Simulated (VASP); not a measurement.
Set up this calculation in VASP 6.6.1, as the native input.

```
Task                   : single point
Functional             : PBE
Potentials or basis    : VASP PAW PBE potentials, release 64 (Pd, Pt, S)
Cutoff                 : 520 eV
k mesh                 : 12 × 12 × 2
Occupations            : gaussian, width 0.02 eV
Spin                   : no spin polarisation
Dipole correction      : no
Further INCAR settings : ALGO = Normal; EDIFF = 1e-06; NBANDS = 56
```

The structure of Pd3PtS8 lies in POSCAR:

```
Pd3PtS8
1.0
    3.5619732533      0.0000000000      0.0000000000
   -1.7809866267      3.0847593249      0.0000000000
    0.0000000000      0.0000000000     25.0186281802
Pd Pt S
3 1 8
Direct
    0.0000000000      0.0000000000      0.2517411021
    0.0000000000      0.0000000000      0.5000000000
    0.0000000000      0.0000000000      0.7482588979
    0.0000000000      0.0000000000      0.0000000000
    0.3333333333      0.6666666667      0.0493871533
    0.3333333333      0.6666666667      0.3011132837
    0.3333333333      0.6666666667      0.5493776021
    0.3333333333      0.6666666667      0.7976360206
    0.6666666667      0.3333333333      0.2023639794
    0.6666666667      0.3333333333      0.4506223979
    0.6666666667      0.3333333333      0.6988867163
    0.6666666667      0.3333333333      0.9506128467
```

One way to write it, as run:

INCAR

```
SYSTEM = Pd3PtS8
  PREC = Accurate
  ENCUT = 520
  EDIFF = 1E-6
  ISMEAR = 0
  SIGMA = 0.02
  LREAL = .FALSE.
  LASPH = .TRUE.
  NELM = 60
  ALGO = Normal
  ISIF = 2
  LWAVE = .FALSE.
  LCHARG = .TRUE.
  GGA = PE
  LELF = .TRUE.
  LVHAR = .TRUE.
  NBANDS = 56
```

KPOINTS

```
regular mesh
0
G
  12 12 2
  0 0 0
```

Potentials or basis: VASP PAW PBE potentials, release 64 (Pd, Pt, S).

The run is started by

```console
$ cat potpaw_PBE.64/Pd/POTCAR potpaw_PBE.64/Pt/POTCAR potpaw_PBE.64/S/POTCAR > POTCAR
$ mpirun -np 1 vasp_std > vasp.out
```

It gave:

```yaml
Pressure: -0.3 GPa
Largest_force: 0.038 eV/Å
Band_gap_on_the_k_mesh: 0.87 eV (least direct gap 1.02 eV)
```

Caveat: spin-orbit coupling is left out, which moves the levels of the heavy elements; this functional lacks dispersion, which binds layers or chains, so the pressure and a relaxed spacing across them are unreliable.

It took 18 min on 1 thread of Intel(R) Xeon(R) Platinum 8175M CPU @ 2.50GHz (Skylake/Cascade Lake), on a shared host, peak memory 0.7 GiB.
